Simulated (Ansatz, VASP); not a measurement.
## Ga2O3: VASP beside Ansatz

```
CELL_PARAMETERS angstrom
2.47499 1.42894 4.43533
-2.47499 1.42894 4.43533
0.00000 -2.85787 4.43533
ATOMIC_POSITIONS crystal
Ga 0.35576 0.35576 0.35576
Ga 0.14424 0.14424 0.14424
Ga 0.64424 0.64424 0.64424
Ga 0.85576 0.85576 0.85576
O 0.55279 0.94721 0.25000
O 0.25000 0.55279 0.94721
O 0.94721 0.25000 0.55279
O 0.44721 0.05279 0.75000
O 0.75000 0.44721 0.05279
O 0.05279 0.75000 0.44721
```

Alike in both runs: functional LDA; k mesh 6 × 6 × 6; occupations gaussian, width 0.02 eV; no spin polarisation.

Ansatz relaxed the structure, and its values are those at the end. VASP's run is a single point on that final structure, the one shown.

|  | VASP | Ansatz |
| --- | --- | --- |
| version | VASP 6.6.1 | Ansatz 0.2.0 |
| potentials or method | VASP PAW LDA potentials, release 64 (Ga_d, O_h), cutoff 910 eV | scalar-relativistic, plane waves, PAW |
| valence electrons in the cell | 88 | 88 |

VASP gave:

- gap on the k mesh at the Fermi level (eV): 3.06
- least direct gap on the mesh (eV): 3.34
- rms of the force components (eV/Å): 0.010

Which values does Ansatz return?

gap on the k mesh at the Fermi level (eV): 3.04; least direct gap on the mesh (eV): 3.31; rms of the force components (eV/Å): 0.000.

LDA's correlation is that of Perdew and Zunger in VASP and of Perdew and Wang (1992) in Ansatz.

Noted on VASP's run: the cutoff is short for stress, so the pressure is rough.
